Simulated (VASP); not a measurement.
# InGa3P4 (Pm) in VASP: relaxation of cell and atoms with PBEsol

Aim: the relaxation of cell and atoms of InGa3P4 with PBEsol.

All numbers are computed with VASP 6.6.1; they aren't measurements. Logs are shortened: lines on timing, memory, paths and dates and some standing lists are left out, and cuts for length are marked.

**1. The cell of the first run**

It takes space group Pm (No. 6, monoclinic). The conventional cell has a = 6.441 Å, b = 3.912 Å, c = 6.776 Å, α = 90.00°, β = 90.00°, γ = 90.00°. Ga (site symmetry m) has 4 P at 2.40 to 2.41 Å within 3.2 Å. Within 3.2 Å of Ga (site symmetry m) lie 4 P at 2.40 to 2.41 Å. Ga (site symmetry m) has 4 P at 2.40 to 2.41 Å within 3.2 Å. In (site symmetry m) has 4 P at 2.40 to 2.41 Å within 3.2 Å. P (site symmetry m) has 2 In at 2.40 Å and 2 Ga at 2.40 to 2.41 Å within 3.2 Å. P (site symmetry m) has 3 Ga at 2.40 to 2.41 Å and 1 In at 2.40 Å within 3.2 Å. Within 3.2 Å of P (site symmetry m) lie 4 Ga at 2.40 to 2.41 Å. Within 3.2 Å of P (site symmetry m) lie 3 Ga at 2.40 Å and 1 In at 2.41 Å.

**2. Relaxation of cell and atoms, PBEsol**

INCAR

```
ALGO = Normal ; EDIFF = 1E-7
EDIFFG = -0.015 ; ENCUT = 600
GGA = PS ; IBRION = 2
ISIF = 3 ; ISMEAR = 0
LASPH = T ; LCHARG = F
LREAL = F ; LWAVE = F
NELM = 100 ; NSW = 80
PREC = Accurate ; SIGMA = 0.02
```

KPOINTS

```
k-points
0
Gamma
  8 4 4
```

POSCAR

```
InGa3P4
1.0
    1.9560527534      3.3879827511      0.0000000000
    0.0000000000      0.0000000000      6.4413122733
    5.8681582601     -3.3879827511      0.0000000000
Ga In P
3 1 4
Direct
    0.5000000000      0.4999668900      0.1666666667
    1.0000000000      0.4999668900      0.6666666667
    0.5000000000     -0.0000331100      0.8333333333
    1.0000000000     -0.0000331100      0.3333333333
    0.5000000000      0.8740331100      0.1666666667
    1.0000000000      0.8740331100      0.6666666667
    0.5000000000      0.3740331100      0.8333333333
    1.0000000000      0.3740331100      0.3333333333
```

Potentials or basis: VASP PAW PBE potentials, release 64 (Ga_d, In_d, P).

Launch:

```console
$ cat potpaw_PBE.64/Ga_d/POTCAR potpaw_PBE.64/In_d/POTCAR potpaw_PBE.64/P/POTCAR > POTCAR
$ mpirun -np 1 vasp_std > vasp.out
```

OUTCAR:

```text
EDIFF = 1E-7
   EDIFFG = -0.015
   ENCUT = 600
   GGA = PS
   IBRION = 2
   ISIF = 3
   ISMEAR = 0
   LASPH = T
   LREAL = F
   NELM = 100
   NSW = 80
   PREC = Accurate

 ion  position               nearest neighbor table
   1  0.500  0.500  0.167-   8 2.40   8 2.40   7 2.40   5 2.41
   2  0.000  0.500  0.667-   7 2.40   7 2.40   8 2.40   6 2.41
   3  0.500  1.000  0.833-   6 2.40   6 2.40   5 2.40   7 2.41
   4  0.000  1.000  0.333-   5 2.40   5 2.40   6 2.40   8 2.41
   5  0.500  0.874  0.167-   4 2.40   4 2.40   3 2.40   1 2.41
   6  0.000  0.874  0.667-   3 2.40   3 2.40   4 2.40   2 2.41
   7  0.500  0.374  0.833-   2 2.40   2 2.40   1 2.40   3 2.41
   8  0.000  0.374  0.333-   1 2.40   1 2.40   2 2.40   4 2.41

  LATTYP: Found a simple orthorhombic cell.
 ALAT       =     3.9121055067
 B/A-ratio  =     1.6465078107
 C/A-ratio  =     1.7320508076

  Lattice vectors:

 A1 = (   1.9560527534,   3.3879827511,   0.0000000000)
 A2 = (   0.0000000000,   0.0000000000,   6.4413122733)
 A3 = (   5.8681582601,  -3.3879827511,   0.0000000000)

Analysis of symmetry for initial positions (statically):
=====================================================================
 Subroutine PRICEL returns:
 Original cell was already a primitive cell.

 Routine SETGRP: Setting up the symmetry group for a
 simple orthorhombic supercell.

 Subroutine GETGRP returns: Found  2 space group operations
 (whereof  2 operations were pure point group operations)
 out of a pool of  8 trial point group operations.

The static configuration has the point symmetry C_1h.

Analysis of symmetry for dynamics (positions and initial velocities):
=====================================================================
 Subroutine PRICEL returns:
 Original cell was already a primitive cell.

 Routine SETGRP: Setting up the symmetry group for a
 simple orthorhombic supercell.

 Subroutine GETGRP returns: Found  2 space group operations
 (whereof  2 operations were pure point group operations)
 out of a pool of  8 trial point group operations.

The dynamic configuration has the point symmetry C_1h.

 Subroutine INISYM returns: Found  2 space group operations
 (whereof  2 operations are pure point group operations),
 and found     1 'primitive' translations

----------------------------------------------------------------------------------------

                                     Primitive cell
[... 125 lines left out ...]
  Fermi-wavevector in a.u.,A,eV,Ry     =   1.227629  2.319881 20.504956  1.507072
  Thomas-Fermi vector in A             =   2.362585
   LORBIT       =      0    0 simple, 1 ext, 2 COOP (PROOUT), +10 PAW based schemes
   GGA     = PS    functional components
   LHFCALC =     F    Hartree Fock is set to
   AEXX    =    0.0000 exact exchange contribution
   IVDW    =     0    specifies the selected vdW correction
   LEPSILON=     F    determine dielectric tensor
   LRPA    =     F    only Hartree local field effects (RPA)
 conjugate gradient relaxation of ions
 non-spin polarized calculation
 Gauss-broadening in eV      SIGMA  =   0.02
  energy-cutoff  :      600.00
  volume of cell :      170.75
 maximum number of plane-waves:      5744
   NGX = 15   NGY = 25   NGZ = 27

--------------------------------------- Ionic step        1  -------------------------------------------

 number of electron      72.0000014 magnetization

 Free energy of the ion-electron system (eV)
  ---------------------------------------------------
  ext. energy  EPLUGINS =         0.00000000
  ---------------------------------------------------
  free energy    TOTEN  =       -38.39514499 eV

  energy without entropy =      -38.39514499  energy(sigma->0) =      -38.39514499

------------------------ aborting loop because EDIFF is reached ----------------------------------------

  FORCE on cell =-STRESS in cart. coord.  units (eV):
  Direction    XX          YY          ZZ          XY          YZ          ZX
  --------------------------------------------------------------------------------------
  -------------------------------------------------------------------------------------
  Total        0.8790693      0.9235436      0.8635634      0.0385159      0.0030120     -0.0052169
  in kB        8.2485500      8.6658645      8.1030537      0.3614049      0.0282629     -0.0489512
  external PRESSURE =       8.3391561 kB  Pullay stress =       0.0000000 kB
[... 107 lines left out ...]
  FREE ENERGIE OF THE ION-ELECTRON SYSTEM (eV)
  ---------------------------------------------------
  free  energy   TOTEN  =       -38.6664584871 eV

  energy  without entropy=      -38.6664584871  energy(sigma->0) =      -38.66645849

[... ionic steps 4 to 11 ...]

--------------------------------------- Ionic step       12  -------------------------------------------

 number of electron      72.0000007 magnetization

------------------------ aborting loop because EDIFF is reached ----------------------------------------
[... 79 lines left out ...]
--------------------------------------- Ionic step       14  -------------------------------------------

 number of electron      72.0000006 magnetization

 Free energy of the ion-electron system (eV)
  ---------------------------------------------------
  ext. energy  EPLUGINS =         0.00000000
  ---------------------------------------------------
  free energy    TOTEN  =       -38.70120097 eV

  energy without entropy =      -38.70120097  energy(sigma->0) =      -38.70120097

 E-fermi :   5.0725     XC(G=0):  -9.8949

 val. band max:        4.9765435851   @ k =   0.0000   0.0000   0.0000
 cond. band min:       5.9537516294   @ k =   0.0000   0.0000   0.0000
 fundamental gap:      0.9772080443
 Fermi energy:         5.0725446828

 k-point     1 :       0.0000    0.0000    0.0000
  band No.  band energies     occupation
      1      -9.8920      2.00000
      2      -9.8643      2.00000
      3      -9.8413      2.00000
      4      -9.8049      2.00000
      5      -9.7931      2.00000
      6      -9.7619      2.00000
[... 1093 lines left out ...]
     42       8.8443      0.00000
     43       9.1576      0.00000

 [... further k-points ...]

------------------------ aborting loop because EDIFF is reached ----------------------------------------

  FORCE on cell =-STRESS in cart. coord.  units (eV):
  Direction    XX          YY          ZZ          XY          YZ          ZX
  --------------------------------------------------------------------------------------
  -------------------------------------------------------------------------------------
  Total        0.0100557     -0.0036329      0.0095708     -0.0118547      0.0022305     -0.0038634
  in kB        0.0944003     -0.0341044      0.0898474     -0.1112884      0.0209388     -0.0362687
  external PRESSURE =       0.0500478 kB  Pullay stress =       0.0000000 kB
[... 23 lines left out ...]
  FREE ENERGIE OF THE ION-ELECTRON SYSTEM (eV)
  ---------------------------------------------------
  free  energy   TOTEN  =       -38.7012009691 eV

  energy  without entropy=      -38.7012009691  energy(sigma->0) =      -38.70120097

 reached required accuracy - stopping structural energy minimisation
```

It took 48 min on 1 thread of Oxide Virtual Turin-like, shared host; peak memory 0.55 GiB.

What came out:

- Free energy: -38.7012 eV
- Relaxed volume: 21.33 Å³/atom
- Relaxed cell: a = 3.904 Å, b = 6.443 Å, c = 6.786 Å, α = 90.02°, β = 90.00°, γ = 90.00°
- Space group after relaxing (to 0.1 Å): Pm (No. 6)
- Energy gained by relaxing: 38.3 meV/atom
- Ionic steps: 14
- Pressure after relaxing: 0.0 GPa
- Largest force after relaxing: 0.014 eV/Å
- Band gap on the k mesh: 0.98 eV

Forces on the atoms (eV/Å):
```
Ga   0.000  0.000  0.003
Ga   0.003 -0.002 -0.005
Ga  -0.001  0.001 -0.002
In  -0.011  0.006  0.007
P    0.004 -0.003 -0.001
P    0.005 -0.003 -0.003
P    0.002 -0.001  0.000
P   -0.003  0.002  0.000
```

The path:
| step | energy change (eV) | largest force (eV/Å) | pressure (GPa) | volume (Å³) |
| --- | --- | --- | --- | --- |
| 1 | 0.0000 | 1.8760 | 0.83 | 170.75 |
| 2 | -0.2577 | 0.5183 | -1.05 | 173.51 |
| 3 | -0.2713 | 0.2448 | -1.49 | 174.34 |
| 4 | -0.2969 | 0.1998 | 0.65 | 169.37 |
| 5 | -0.2982 | 0.2075 | 0.27 | 170.24 |
| 6 | -0.3042 | 0.0892 | 0.12 | 170.46 |
| 7 | -0.3052 | 0.0737 | 0.04 | 170.59 |
| 8 | -0.3057 | 0.0342 | -0.04 | 170.76 |
| 9 | -0.3057 | 0.0248 | -0.07 | 170.82 |
| 10 | -0.3059 | 0.0198 | 0.04 | 170.60 |
| 11 | -0.3059 | 0.0199 | 0.04 | 170.59 |
| 12 | -0.3060 | 0.0189 | 0.00 | 170.66 |
| 13 | -0.3060 | 0.0205 | -0.02 | 170.70 |
| 14 | -0.3061 | 0.0143 | 0.01 | 170.67 |

Final structure:
```yaml
crystal:
  lattice:
    - [1.95187, 3.38074, 0.00000]
    - [-0.00076, 0.00044, 6.44267]
    - [5.87672, -3.39293, -0.00093]
  atoms:
    - { symbol: Ga, position: [0.50000, 0.49933, 0.16187] }
    - { symbol: Ga, position: [0.00000, 0.50000, 0.67135] }
    - { symbol: Ga, position: [0.50000, 0.99980, 0.83264] }
    - { symbol: In, position: [0.00000, 0.00166, 0.33508] }
    - { symbol: P, position: [0.50000, 0.86372, 0.14959] }
    - { symbol: P, position: [0.00000, 0.86830, 0.68219] }
    - { symbol: P, position: [0.50000, 0.36943, 0.83227] }
    - { symbol: P, position: [0.00000, 0.39376, 0.33501] }
```

Caveat: the PAW data sets were made with another functional, which shifts forces and pressure a little; spin-orbit coupling is left out, which moves the levels of the heavy elements.
